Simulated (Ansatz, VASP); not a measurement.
**MgO in VASP and in Ansatz**

Contents of INCAR:

```
SYSTEM = MgO
ALGO = Normal ; EDIFF = 1E-7
ENCUT = 520 ; GGA = PE
ISIF = 2 ; ISMEAR = 0
LASPH = .TRUE. ; LCHARG = .TRUE.
LELF = .TRUE. ; LREAL = .FALSE.
LVHAR = .TRUE. ; LWAVE = .FALSE.
NBANDS = 26 ; NELM = 100
PREC = Accurate ; SIGMA = 0.05
```

The input KPOINTS:

```
k-points
0
G
  6 6 6
  0 0 0
```

The input POSCAR:

```
MgO
1.0
    1.4688622380      2.5441440255      2.6797873418
   -1.4688622380     -2.5441440255      2.6797873418
    4.4065867139     -2.5441440255      0.0000000000
Mg O
4 4
Direct
    0.4646246442      0.5353753558      0.0235835705
    0.2500000000      0.7500000000      0.5000000000
    0.7500000000      0.2500000000      0.5000000000
    0.0000000000      0.0000000000      0.0000000000
    0.7500000000      0.7500000000      0.3333333333
    0.5000000000      1.0000000000      0.8333333333
    0.0000000000      0.5000000000      0.8333333333
    0.2500000000      0.2500000000      0.3333333333
```

Input for Ansatz:

```yaml
crystal:
  lattice:
    - [1.468862238, 2.5441440255, 2.6797873418]
    - [-1.468862238, -2.5441440255, 2.6797873418]
    - [4.4065867139, -2.5441440255, 0.0]
  atoms:
    - { symbol: Mg, position: [0.4646246442, 0.5353753558, 0.0235835705] }
    - { symbol: Mg, position: [0.25, 0.75, 0.5] }
    - { symbol: Mg, position: [0.75, 0.25, 0.5] }
    - { symbol: Mg, position: [0.0, 0.0, 0.0] }
    - { symbol: O, position: [0.75, 0.75, 0.3333333333] }
    - { symbol: O, position: [0.5, 1.0, 0.8333333333] }
    - { symbol: O, position: [0.0, 0.5, 0.8333333333] }
    - { symbol: O, position: [0.25, 0.25, 0.3333333333] }
basis:
  ecutwfc: 420
kpoints:
  mp_grid: { grid: [6, 6, 6] }
hamiltonian:
  xc: pbe
scf:
  occupations: { method: gaussian, width: 0.05 }
output:
  forces: true
  stress: true
  eigenvalues: true
```

Alike in both runs: task single point; functional PBE; k mesh 6 × 6 × 6; occupations gaussian, width 0.05 eV; no spin polarisation.

```csv
,VASP,Ansatz
version,VASP 6.6.1,Ansatz 0.2.0
potentials or method,"VASP PAW PBE potentials, release 64 (Mg, O), cutoff 520 eV","scalar-relativistic, plane waves, PAW"
valence electrons in the cell,32,64
```

```csv
,VASP,Ansatz,Ansatz less VASP
gap on the k mesh at the Fermi level (eV),2.72,2.75,+0.027
least direct gap on the mesh (eV),2.90,2.93,+0.026
pressure (GPa),0.3,0.9,+0.62
"traceless stress, the component that is largest in VASP (GPa)",0.74,0.69,-0.047
rms of the force components (eV/Å),0.427,0.422,-0.0044
```

Atom by atom the forces differ by 0.005 eV/Å (rms over components). The functional is the same, so the differences come from potentials, cutoffs and numerics. VASP's potentials hold 32 valence electrons a cell and Ansatz's 64, so a difference there can come from the potentials and not from the codes.
